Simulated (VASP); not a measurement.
# W4C5 in VASP: relaxation of the atoms with PBE

Aim: the relaxation of the atoms of W4C5 with PBE.

Program: VASP 6.6.1. These are calculated values, not measurements. Logs are shortened: lines on timing, memory, paths and dates and some standing lists are left out, and cuts for length are marked.

## 1. The cell of the first run

The cell holds a slab with vacuum, 9 atoms: a = 2.922 Å, b = 2.922 Å, c = 26.388 Å, α = 90.00°, β = 90.00°, γ = 120.00°.

## 2. Relaxation of the atoms, PBE

File INCAR:

```
SYSTEM = W4C5
  ALGO = Fast
  DIPOL = 0.5 0.5 0.500
  EDIFF = 1E-6
  EDIFFG = -0.02
  ENCUT = 520
  GGA = PE
  IBRION = 2
  IDIPOL = 3
  ISIF = 2
  ISMEAR = 0
  LASPH = .True.
  LCHARG = .False.
  LDIPOL = .True.
  LREAL = .False.
  LWAVE = .False.
  NELM = 60
  NSW = 80
  PREC = Accurate
  SIGMA = 0.1
```

File KPOINTS:

```
k-points
0
Gamma
  12 12 1
  0 0 0
```

File POSCAR:

```
W4C5
1.0
    2.9217712068      0.0000000000      0.0000000000
   -1.4608856034      2.5303280892      0.0000000000
    0.0000000000      0.0000000000     26.3883078636
C W
5 4
Direct
    0.6666666667      0.3333333333      0.2842167841
    0.6666666667      0.3333333333      0.3921083921
    0.6666666667      0.3333333333      0.5000000000
    0.6666666667      0.3333333333      0.6078916079
    0.6666666667      0.3333333333      0.7157832159
    0.0000000000      0.0000000000      0.3381625881
    0.0000000000      0.0000000000      0.4460541960
    0.0000000000      0.0000000000      0.5539458040
    0.0000000000      0.0000000000      0.6618374119
```

Potentials or basis: VASP PAW PBE potentials, release 64 (C, W_sv).

Started as:

```
$ cat potpaw_PBE.64/C/POTCAR potpaw_PBE.64/W_sv/POTCAR > POTCAR
$ mpirun -np 1 vasp_std > vasp.out
```

OUTCAR:

```text
SYSTEM = W4C5
   EDIFF = 1E-6
   EDIFFG = -0.02
   ENCUT = 520
   GGA = PE
   IBRION = 2
   ISIF = 2
   ISMEAR = 0
   LASPH = .True.
   LREAL = .False.
   NELM = 60
   NSW = 80
   PREC = Accurate

 ion  position               nearest neighbor table
   1  0.667  0.333  0.284-   6 2.21   6 2.21   6 2.21
   2  0.667  0.333  0.392-   7 2.21   7 2.21   7 2.21   6 2.21   6 2.21   6 2.21
   3  0.667  0.333  0.500-   7 2.21   8 2.21   7 2.21   8 2.21   7 2.21   8 2.21
   4  0.667  0.333  0.608-   8 2.21   8 2.21   8 2.21   9 2.21   9 2.21   9 2.21
   5  0.667  0.333  0.716-   9 2.21   9 2.21   9 2.21
   6  0.000  0.000  0.338-   1 2.21   2 2.21   1 2.21   2 2.21   1 2.21   2 2.21   7 2.85
   7  0.000  0.000  0.446-   2 2.21   2 2.21   2 2.21   3 2.21   3 2.21   3 2.21   6 2.85   8 2.85

   8  0.000  0.000  0.554-   4 2.21   4 2.21   4 2.21   3 2.21   3 2.21   3 2.21   9 2.85   7 2.85

   9  0.000  0.000  0.662-   5 2.21   4 2.21   5 2.21   4 2.21   5 2.21   4 2.21   8 2.85

  LATTYP: Found a hexagonal cell.
 ALAT       =     2.9217712068
 C/A-ratio  =     9.0316133591

  Lattice vectors:

 A1 = (   2.9217712068,   0.0000000000,   0.0000000000)
 A2 = (  -1.4608856034,   2.5303280892,   0.0000000000)
 A3 = (   0.0000000000,   0.0000000000,  26.3883078636)

Analysis of symmetry for initial positions (statically):
=====================================================================
 Subroutine PRICEL returns:
 Original cell was already a primitive cell.

 Routine SETGRP: Setting up the symmetry group for a
 hexagonal supercell.

 Subroutine GETGRP returns: Found 12 space group operations
 (whereof 12 operations were pure point group operations)
 out of a pool of 24 trial point group operations.

The static configuration has the point symmetry D_3h.

Analysis of symmetry for dynamics (positions and initial velocities):
=====================================================================
 Subroutine PRICEL returns:
 Original cell was already a primitive cell.

 Routine SETGRP: Setting up the symmetry group for a
 hexagonal supercell.

[... 159 lines left out ...]
  ext. energy  EPLUGINS =         0.00000000
  ---------------------------------------------------
  free energy    TOTEN  =       -91.82751890 eV

  energy without entropy =      -91.81913031  energy(sigma->0) =      -91.82332460

------------------------ aborting loop because EDIFF is reached ----------------------------------------

  FORCE on cell =-STRESS in cart. coord.  units (eV):
  Direction    XX          YY          ZZ          XY          YZ          ZX
  --------------------------------------------------------------------------------------
  -------------------------------------------------------------------------------------
  Total        0.2730530      0.2730530     -9.0985002      0.0000000      0.0000000     -0.0000000
  in kB        2.2424510      2.2424510    -74.7215392      0.0000000      0.0000000     -0.0000000
  external PRESSURE =     -23.4122124 kB  Pullay stress =       0.0000000 kB
[... 110 lines left out ...]
  FREE ENERGIE OF THE ION-ELECTRON SYSTEM (eV)
  ---------------------------------------------------
  free  energy   TOTEN  =       -93.5363816832 eV

  energy  without entropy=      -93.5207621081  energy(sigma->0) =      -93.52857190

[... ionic steps 4 to 14 ...]

--------------------------------------- Ionic step       15  -------------------------------------------

 number of electron      76.0000007 magnetization

------------------------ aborting loop because EDIFF is reached ----------------------------------------
[... 38 lines left out ...]
--------------------------------------- Ionic step       16  -------------------------------------------

 number of electron      76.0000007 magnetization

 dipolmoment           0.000000      0.000000     -0.000000 electrons x Angstroem

------------------------ aborting loop because EDIFF is reached ----------------------------------------

  FORCE on cell =-STRESS in cart. coord.  units (eV):
  Direction    XX          YY          ZZ          XY          YZ          ZX
  --------------------------------------------------------------------------------------
  -------------------------------------------------------------------------------------
  Total        7.8290532      7.8290532     -0.3038425      0.0000000      0.0000000      0.0000000
  in kB       64.2961905     64.2961905     -2.4953098      0.0000000      0.0000000      0.0000000
  external PRESSURE =      42.0323570 kB  Pullay stress =       0.0000000 kB
[... 30 lines left out ...]
--------------------------------------- Ionic step       17  -------------------------------------------

 number of electron      76.0000007 magnetization

 dipolmoment           0.000000      0.000000      0.000000 electrons x Angstroem

 Free energy of the ion-electron system (eV)
  ---------------------------------------------------
  ext. energy  EPLUGINS =         0.00000000
  ---------------------------------------------------
  free energy    TOTEN  =       -93.69333307 eV

  energy without entropy =      -93.68778808  energy(sigma->0) =      -93.69056057

 E-fermi :   1.5086     XC(G=0):  -6.9634

 val. band max:        1.4738494632   @ k =   0.5000   0.0000   0.0000
 cond. band min:       1.5514107321   @ k =   0.0000   0.0000   0.0000
 fundamental gap:      0.0775612689
 Fermi energy:         1.5085979578

 k-point     1 :       0.0000    0.0000    0.0000
  band No.  band energies     occupation
      1     -72.3694      2.00000
      2     -72.3517      2.00000
      3     -72.3162      2.00000
      4     -72.3157      2.00000
      5     -36.9378      2.00000
      6     -36.7290      2.00000
[... 901 lines left out ...]
     44       4.6717      0.00000
     45       5.4352      0.00000

------------------------ aborting loop because EDIFF is reached ----------------------------------------

 vacuum level on the upper side and lower side of the slab       (xc-potential included)        -0.009        -0.009

  FORCE on cell =-STRESS in cart. coord.  units (eV):
  Direction    XX          YY          ZZ          XY          YZ          ZX
  --------------------------------------------------------------------------------------
  -------------------------------------------------------------------------------------
  Total        7.8447815      7.8447815     -0.2815394      0.0000000      0.0000000      0.0000000
  in kB       64.4253594     64.4253594     -2.3121456      0.0000000      0.0000000      0.0000000
  external PRESSURE =      42.1795244 kB  Pullay stress =       0.0000000 kB
[... 24 lines left out ...]
  FREE ENERGIE OF THE ION-ELECTRON SYSTEM (eV)
  ---------------------------------------------------
  free  energy   TOTEN  =       -93.6933330674 eV

  energy  without entropy=      -93.6877880788  energy(sigma->0) =      -93.69056057

 reached required accuracy - stopping structural energy minimisation

 vacuum level on the upper side and lower side of the slab         7.770         7.770
```

OSZICAR:

```text
N       E                     dE             d eps       ncg     rms          rms(c)
DAV:   1     0.891414344035E+03    0.89141E+03   -0.45518E+04  1958   0.167E+03
DAV:   2    -0.458937552637E+02   -0.93731E+03   -0.92253E+03  1946   0.503E+02
DAV:   3    -0.101960690153E+03   -0.56067E+02   -0.54612E+02  2127   0.117E+02
[... 196 lines left out ...]
DAV:   1    -0.936932785571E+02    0.57157E-05   -0.53207E-03  1958   0.685E-01    0.306E-02
RMM:   2    -0.936933274707E+02   -0.48914E-04   -0.55328E-04  1981   0.136E-01    0.172E-02
RMM:   3    -0.936933345012E+02   -0.70305E-05   -0.67594E-05  1844   0.440E-02    0.927E-03
RMM:   4    -0.936933331845E+02    0.13168E-05   -0.21187E-05  1971   0.196E-02    0.471E-03
RMM:   5    -0.936933330674E+02    0.11711E-06   -0.37145E-06  1272   0.939E-03
  17 F= -.93693333E+02 E0= -.93690561E+02  d E =-.488250E-04
```

CONTCAR:

```text
W4C5
   1.00000000000000
     2.9217712067999999    0.0000000000000000    0.0000000000000000
    -1.4608856034000000    2.5303280892000002    0.0000000000000000
     0.0000000000000000    0.0000000000000000   26.3883078636000015
  C               W
     5     4
Direct
     0.6666666667000030    0.3333333332999970    0.2940872420317912
     0.6666666667000030    0.3333333332999970    0.3931626572470228
     0.6666666667000030    0.3333333332999970    0.5000000000000000
     0.6666666667000030    0.3333333332999970    0.6068373427529772
     0.6666666667000030    0.3333333332999970    0.7059127579682086
     0.0000000000000000    1.0000000000000000    0.3356243276795784
     0.0000000000000000    0.0000000000000000    0.4458171344314264
     0.0000000000000000    0.0000000000000000    0.5541828655685737
     0.0000000000000000    0.0000000000000000    0.6643756723204215

  0.00000000E+00  0.00000000E+00  0.00000000E+00
  0.00000000E+00  0.00000000E+00  0.00000000E+00
  0.00000000E+00  0.00000000E+00  0.00000000E+00
  0.00000000E+00  0.00000000E+00  0.00000000E+00
  0.00000000E+00  0.00000000E+00  0.00000000E+00
  0.00000000E+00  0.00000000E+00  0.00000000E+00
  0.00000000E+00  0.00000000E+00  0.00000000E+00
  0.00000000E+00  0.00000000E+00  0.00000000E+00
  0.00000000E+00  0.00000000E+00  0.00000000E+00
```

Run time: 64 min. Hardware: 1 thread of Oxide Virtual Turin-like, shared host; peak memory 0.39 GiB.

Results:

```
Free energy                  : -93.6933 eV
Energy gained by relaxing    : 207.3 meV/atom
Ionic steps                  : 17
Largest force after relaxing : 0.011 eV/Å
Band gap on the k mesh       : zero (bands 38 and 39 overlap by 0.37 eV)
```

Forces in eV/Å, atoms in the order of the input:
```
C    0.000  0.000  0.007
C    0.000  0.000  0.006
C    0.000  0.000  0.000
C    0.000  0.000 -0.006
C    0.000  0.000 -0.007
W    0.000  0.000  0.011
W    0.000  0.000  0.006
W    0.000  0.000 -0.006
W    0.000  0.000 -0.011
```

The path:
```
step  energy change (eV)  largest force (eV/Å)  pressure (GPa)
   1              0.0000                5.5262           -2.34
   2             -0.8359                5.4773            6.08
   3             -1.7089                0.8071            0.81
   4             -1.7088                0.8067            0.68
   5             -1.7965                0.5509            1.69
   6             -1.7971                0.6668            1.80
   7             -1.8272                0.4555            2.37
   8             -1.8281                0.3342            2.27
   9             -1.8405                0.2683            2.64
  10             -1.8533                0.4640            3.62
  11             -1.8588                0.3499            3.75
  12             -1.8645                0.1127            4.09
  13             -1.8645                0.1080            4.09
  14             -1.8650                0.0857            4.11
  15             -1.8658                0.0320            4.19
  16             -1.8658                0.0411            4.20
  17             -1.8658                0.0106            4.22
```

Final structure:
```
C W
1.0
     2.92177    0.00000    0.00000
    -1.46089    2.53033    0.00000
     0.00000    0.00000   26.38831
C W
5 4
Direct
  0.66667 0.33333 0.29409
  0.66667 0.33333 0.39316
  0.66667 0.33333 0.50000
  0.66667 0.33333 0.60684
  0.66667 0.33333 0.70591
  0.00000 0.00000 0.33562
  0.00000 0.00000 0.44582
  0.00000 0.00000 0.55418
  0.00000 0.00000 0.66438
```

Caveat: spin-orbit coupling is left out, which moves the levels of the heavy elements.

The gap in the log of VASP goes by the Fermi energy; the results here count the filled bands.